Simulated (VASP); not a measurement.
# NbPbI3 (P4mm) in VASP: single point with r2SCAN

Aim: the single point of NbPbI3 with r2SCAN.

All numbers are computed with VASP 6.6.1; they aren't measurements. Logs are shortened: lines on timing, memory, paths and dates and some standing lists are left out, and cuts for length are marked.

### 1 The cell of the first run

The structure is tetragonal, space group P4mm (No. 99). Conventional cell: a = 5.310 Å, b = 5.310 Å, c = 6.491 Å, α = 90.00°, β = 90.00°, γ = 90.00°. Pb (site symmetry 4mm) has 8 I at 3.32 to 3.99 Å within 4.4 Å. Within 3.1 Å of Nb (site symmetry 4mm) lie 5 I at 2.33 to 2.77 Å. Within 3.1 Å of I (site symmetry 4mm) lie 1 Nb at 2.33 Å. I (site symmetry 2mm) has 2 Nb at 2.77 Å and 2 Pb at 3.32 Å and 4 I at 3.75 Å within 3.8 Å.

### 2 Single point, r2SCAN

POSCAR reads:

```
NbPbI3
1.0
    5.3095760000      0.0000000000      0.0000000000
    0.0000000000      5.3095760000      0.0000000000
    0.0000000000      0.0000000000      6.4914700000
Pb Nb I
1 1 3
Direct
    0.0000000000      0.0000000000      0.0000000000
    0.5000000000      0.5000000000      0.5677000000
    0.5000000000      0.5000000000      0.2087000000
    0.5000000000      0.0000000000      0.6919000000
    0.0000000000      0.5000000000      0.6919000000
```

INCAR.step1 reads:

```
PREC = Accurate
ENCUT = 520
ISMEAR = -1
SIGMA = 0.1
LREAL = F
LASPH = T
NELM = 80
NBANDS = 32
GGA = PE
ALGO = Normal
EDIFF = 1E-4
LWAVE = T
LCHARG = F
```

INCAR.step2 reads:

```
PREC = Accurate
ENCUT = 520
EDIFF = 1E-6
ISMEAR = -1
SIGMA = 0.1
LREAL = F
LASPH = T
NELM = 80
ALGO = Normal
ISIF = 2
LWAVE = F
LCHARG = F
METAGGA = R2SCAN
LMIXTAU = T
NBANDS = 32
ISTART = 1
```

KPOINTS reads:

```
regular mesh
0
Gamma
  7 7 5
```

Potentials or basis: VASP PAW PBE potentials, release 64 (Pb_d, Nb_sv, I).

The run is started by

```sh
cat potpaw_PBE.64/Pb_d/POTCAR potpaw_PBE.64/Nb_sv/POTCAR potpaw_PBE.64/I/POTCAR > POTCAR
cp INCAR.step1 INCAR
mpirun -np 1 vasp_std > vasp.out
cp INCAR.step2 INCAR
mpirun -np 1 vasp_std > vasp.out
```

OUTCAR:

```text
PREC = Accurate
   ENCUT = 520
   EDIFF = 1E-6
   ISMEAR = -1
   LREAL = F
   LASPH = T
   NELM = 80
   ISIF = 2
   METAGGA = R2SCAN
   ISTART = 1

 ion  position               nearest neighbor table
   1  0.000  0.000  0.000-   4 3.32   5 3.32   5 3.32   4 3.32
   2  0.500  0.500  0.568-   3 2.33   4 2.77   5 2.77   4 2.77   5 2.77
   3  0.500  0.500  0.209-   2 2.33
   4  0.500  0.000  0.692-   2 2.77   2 2.77   1 3.32   1 3.32
   5  0.000  0.500  0.692-   2 2.77   2 2.77   1 3.32   1 3.32

  LATTYP: Found a simple tetragonal cell.
 ALAT       =     5.3095760000
 C/A-ratio  =     1.2225966819

  Lattice vectors:

 A1 = (   5.3095760000,   0.0000000000,   0.0000000000)
 A2 = (   0.0000000000,   5.3095760000,   0.0000000000)
 A3 = (   0.0000000000,   0.0000000000,   6.4914700000)

Analysis of symmetry for initial positions (statically):
=====================================================================
 Subroutine PRICEL returns:
 Original cell was already a primitive cell.

 Routine SETGRP: Setting up the symmetry group for a
 simple tetragonal supercell.

 Subroutine GETGRP returns: Found  8 space group operations
 (whereof  8 operations were pure point group operations)
 out of a pool of 16 trial point group operations.

The static configuration has the point symmetry C_4v.

Analysis of symmetry for dynamics (positions and initial velocities):
=====================================================================
 Subroutine PRICEL returns:
 Original cell was already a primitive cell.

 Routine SETGRP: Setting up the symmetry group for a
 simple tetragonal supercell.

 Subroutine GETGRP returns: Found  8 space group operations
 (whereof  8 operations were pure point group operations)
 out of a pool of 16 trial point group operations.

The dynamic configuration has the point symmetry C_4v.

 Subroutine INISYM returns: Found  8 space group operations
 (whereof  8 operations are pure point group operations),
 and found     1 'primitive' translations

----------------------------------------------------------------------------------------

                                     Primitive cell

  volume of cell :     183.0049

  direct lattice vectors                    reciprocal lattice vectors
     5.309576000  0.000000000  0.000000000     0.188338956  0.000000000  0.000000000
     0.000000000  5.309576000  0.000000000     0.000000000  0.188338956  0.000000000
     0.000000000  0.000000000  6.491470000     0.000000000  0.000000000  0.154048313

  length of vectors
     5.309576000  5.309576000  6.491470000     0.188338956  0.188338956  0.154048313

  position of ions in fractional coordinates (direct lattice)
     0.000000000  0.000000000  0.000000000
     0.500000000  0.500000000  0.567700000
     0.500000000  0.500000000  0.208700000
     0.500000000  0.000000000  0.691900000
     0.000000000  0.500000000  0.691900000

  ion indices of the primitive-cell ions
   primitive index   ion index
                 1           1
                 2           2
                 3           3
                 4           4
                 5           5

----------------------------------------------------------------------------------------

 KPOINTS: regular mesh

Automatic generation of k-mesh.
 Grid dimensions read from file:
 generate k-points for:    7    7    5

 Generating k-lattice:

  Cartesian coordinates                     Fractional coordinates (reciprocal lattice)
     0.026905565  0.000000000  0.000000000     0.142857143  0.000000000  0.000000000
     0.000000000  0.026905565  0.000000000     0.000000000  0.142857143  0.000000000
     0.000000000  0.000000000  0.030809663     0.000000000  0.000000000  0.200000000

  Length of vectors
     0.026905565  0.026905565  0.030809663

  Shift w.r.t. Gamma in fractional coordinates (k-lattice)
     0.000000000  0.000000000  0.000000000

 Subroutine IBZKPT returns following result:
 ===========================================

 Found     30 irreducible k-points:

 Following reciprocal coordinates:
            Coordinates               Weight
  0.000000  0.000000  0.000000      1.000000
  0.142857  0.000000  0.000000      4.000000
  0.285714  0.000000  0.000000      4.000000
  0.428571  0.000000  0.000000      4.000000
  0.142857  0.142857  0.000000      4.000000
  0.285714  0.142857  0.000000      8.000000
[... 16 lines left out ...]
  0.285714  0.000000  0.400000      8.000000
  0.428571  0.000000  0.400000      8.000000
 [... further k-points ...]
   k-points           NKPTS =     30   k-points in BZ     NKDIM =     30   number of bands    NBANDS=     32
   number of dos      NEDOS =    301   number of ions     NIONS =      5
   total plane-waves  NPLWV =  76800
   dimension x,y,z NGX =    40 NGY =   40 NGZ =   48
   dimension x,y,z NGXF=    80 NGYF=   80 NGZF=   96
   ions per type =               1   1   3
   NGX,Y,Z   is equivalent  to a cutoff of  12.52, 12.52, 12.29 a.u.
   NGXF,Y,Z  is equivalent  to a cutoff of  25.05, 25.05, 24.59 a.u.
 SYSTEM =  unknown system
   PREC   = accura    normal or accurate (medium, high low for compatibility)
   ISTART =      1    job   : 0-new  1-cont  2-samecut
   ICHARG =      0    charge: 1-file 2-atom 10-const
   ISPIN  =      1    spin polarized calculation?
   LNONCOLLINEAR =      F non collinear calculations
   LSORBIT =      F    spin-orbit coupling
   LASPH  =      T    aspherical Exc in radial PAW
   ENCUT  =  520.0 eV  38.22 Ry    6.18 a.u.   9.87  9.87 12.07*2*pi/ulx,y,z
   NELM   =     80;   NELMIN=  2; NELMDL=  0     # of ELM steps
   EDIFF  = 0.1E-05   stopping-criterion for ELM
   LREAL  =      F    real-space projection
   EDIFFG = 0.1E-04   stopping-criterion for IOM
   NSW    =      0    number of steps for IOM
   IBRION =     -1    ionic relax: 0-MD 1-quasi-New 2-CG
   NFREE  =      0    steps in history (QN), initial steepest desc. (CG)
   ISIF   =      2    stress and relaxation
   ISYM   =      2    0-nonsym 1-usesym 2-fastsym
   POTIM  = 0.5000    time-step for ionic-motion
   TEBEG  =    0.0;   TEEND  =   0.0 temperature during run
   PSTRESS=    0.0 pullay stress
   NELECT =      48.0000    total number of electrons
   NUPDOWN=      -1.0000    fix difference up-down
   EMIN   =  10.00;   EMAX   =-10.00  energy-range for DOS
   EFERMI =   0.00;   METHOD = LEGACY
   ISMEAR =    -1;   SIGMA  =   0.10  broadening in eV -4-tet -1-fermi 0-gaus
   EFERMI_NEDOS =   21; number of points for ismear=-14 and -15
   IALGO  =     38    algorithm
   IMIX   =      4    mixing-type and parameters
     AMIX     =   0.40;   BMIX     =  1.00
     AMIX_MAG =   1.60;   BMIX_MAG =  1.00
  volume/ion in A,a.u.               =      36.60       247.00
  Fermi-wavevector in a.u.,A,eV,Ry     =   1.047935  1.980310 14.941479  1.098168
  Thomas-Fermi vector in A             =   2.182836
   LORBIT       =      0    0 simple, 1 ext, 2 COOP (PROOUT), +10 PAW based schemes
   METAGGA = R2SCAN    functional components
   LHFCALC =     F    Hartree Fock is set to
   AEXX    =    0.0000 exact exchange contribution
   IVDW    =     0    specifies the selected vdW correction
   LEPSILON=     F    determine dielectric tensor
   LRPA    =     F    only Hartree local field effects (RPA)
 non-spin polarized calculation
  energy-cutoff  :      520.00
  volume of cell :      183.00
 maximum number of plane-waves:      4947
 NGX is ok and might be reduce to    40
   NGX = 19   NGY = 19   NGZ = 25

 number of electron      48.0000009 magnetization

 Free energy of the ion-electron system (eV)
  ---------------------------------------------------
  ext. energy  EPLUGINS =         0.00000000
  ---------------------------------------------------
  free energy    TOTEN  =      -153.24756214 eV

  energy without entropy =     -153.03172123  energy(sigma->0) =     -153.13964168

 E-fermi :   5.8693     XC(G=0):  -9.0920

 val. band max:        5.8687356005   @ k =   0.1429   0.1429   0.2000
 cond. band min:       5.8823198412   @ k =   0.2857   0.2857   0.4000
 fundamental gap:      0.0135842407
 Fermi energy:         5.8693217713

 k-point     1 :       0.0000    0.0000    0.0000
  band No.  band energies     occupation
      1     -51.2446      2.00000
      2     -27.1219      2.00000
      3     -26.6403      2.00000
      4     -26.6403      2.00000
      5     -12.7751      2.00000
      6     -12.7557      2.00000
[... 24 lines left out ...]
     31       8.5097      0.00000
     32       9.2471      0.00000

 k-point     2 :       0.1429    0.0000    0.0000
  band No.  band energies     occupation
      1     -51.2446      2.00000
      2     -27.1219      2.00000
      3     -26.6412      2.00000
      4     -26.6402      2.00000
      5     -12.7738      2.00000
      6     -12.7559      2.00000
[... 24 lines left out ...]
     31       9.0580      0.00000
     32       9.4535      0.00000

 k-point     3 :       0.2857    0.0000    0.0000
  band No.  band energies     occupation
      1     -51.2446      2.00000
      2     -27.1219      2.00000
      3     -26.6434      2.00000
      4     -26.6401      2.00000
      5     -12.7707      2.00000
      6     -12.7565      2.00000
[... 24 lines left out ...]
     31       9.7229      0.00000
     32      10.2760      0.00000

 k-point     4 :       0.4286    0.0000    0.0000
  band No.  band energies     occupation
      1     -51.2446      2.00000
      2     -27.1220      2.00000
      3     -26.6452      2.00000
      4     -26.6400      2.00000
      5     -12.7679      2.00000
      6     -12.7569      2.00000
[... 654 lines left out ...]
     31       9.3954      0.00000
     32      10.3331      0.00000

 k-point    23 :       0.2857    0.0000    0.4000
  band No.  band energies     occupation
      1     -51.2446      2.00000
      2     -27.1220      2.00000
      3     -26.6434      2.00000
      4     -26.6401      2.00000
      5     -12.7706      2.00000
      6     -12.7565      2.00000
[... 24 lines left out ...]
     31       9.9652      0.00000
     32      10.5397      0.00000

 k-point    24 :       0.4286    0.0000    0.4000
  band No.  band energies     occupation
      1     -51.2446      2.00000
      2     -27.1220      2.00000
      3     -26.6452      2.00000
      4     -26.6399      2.00000
      5     -12.7679      2.00000
      6     -12.7569      2.00000
[... 24 lines left out ...]
     31      10.2077      0.00000
     32      10.5673      0.00000

 [... further k-points ...]

------------------------ aborting loop because EDIFF is reached ----------------------------------------

  FORCE on cell =-STRESS in cart. coord.  units (eV):
  Direction    XX          YY          ZZ          XY          YZ          ZX
  --------------------------------------------------------------------------------------
  -------------------------------------------------------------------------------------
  Total        1.5474244      1.5474244     14.0995070      0.0000000      0.0000000      0.0000000
  in kB       13.5474414     13.5474414    123.4388230      0.0000000      0.0000000      0.0000000
  external PRESSURE =      50.1779019 kB  Pullay stress =       0.0000000 kB

 VOLUME and BASIS-vectors are now :
 -----------------------------------------------------------------------------
  energy-cutoff  :      520.00
  volume of cell :      183.00
      direct lattice vectors                 reciprocal lattice vectors
     5.309576000  0.000000000  0.000000000     0.188338956  0.000000000  0.000000000
     0.000000000  5.309576000  0.000000000     0.000000000  0.188338956  0.000000000
     0.000000000  0.000000000  6.491470000     0.000000000  0.000000000  0.154048313

 POSITION                                       TOTAL-FORCE (eV/Angst)
 -----------------------------------------------------------------------------------
      0.00000      0.00000      0.00000         0.000000     -0.000000      0.162948
      2.65479      2.65479      3.68521         0.000000      0.000000      5.683090
      2.65479      2.65479      1.35477        -0.000000     -0.000000     -6.110530
      2.65479      0.00000      4.49145         0.000000     -0.000000      0.132246
      0.00000      2.65479      4.49145         0.000000     -0.000000      0.132246
 -----------------------------------------------------------------------------------
    total drift:                                0.000000     -0.000000     -0.000900

  FREE ENERGIE OF THE ION-ELECTRON SYSTEM (eV)
  ---------------------------------------------------
  free  energy   TOTEN  =      -153.2475621357 eV

  energy  without entropy=     -153.0317212299  energy(sigma->0) =     -153.13964168
```

Run time: 6.2 min. Hardware: 1 thread of Intel Xeon Platinum 8488C (Sapphire Rapids), shared host; peak memory 0.4 GiB.

Results:

```
Free energy            : -153.2476 eV
Pressure               : 5.0 GPa
Largest force          : 6.111 eV/Å
Band gap on the k mesh : zero (bands 24 and 25 overlap by 0.23 eV)
```

Forces in eV/Å, atoms in the order of the input:
```
Pb   0.000  0.000  0.163
Nb   0.000  0.000  5.683
I    0.000  0.000 -6.111
I    0.000  0.000  0.132
I    0.000  0.000  0.132
```

Caveat: the stress differs along the axes, from 1 to 12 GPa; the PAW data sets were made with another functional, which shifts forces and pressure a little; spin-orbit coupling is left out, which moves the levels of the heavy elements.
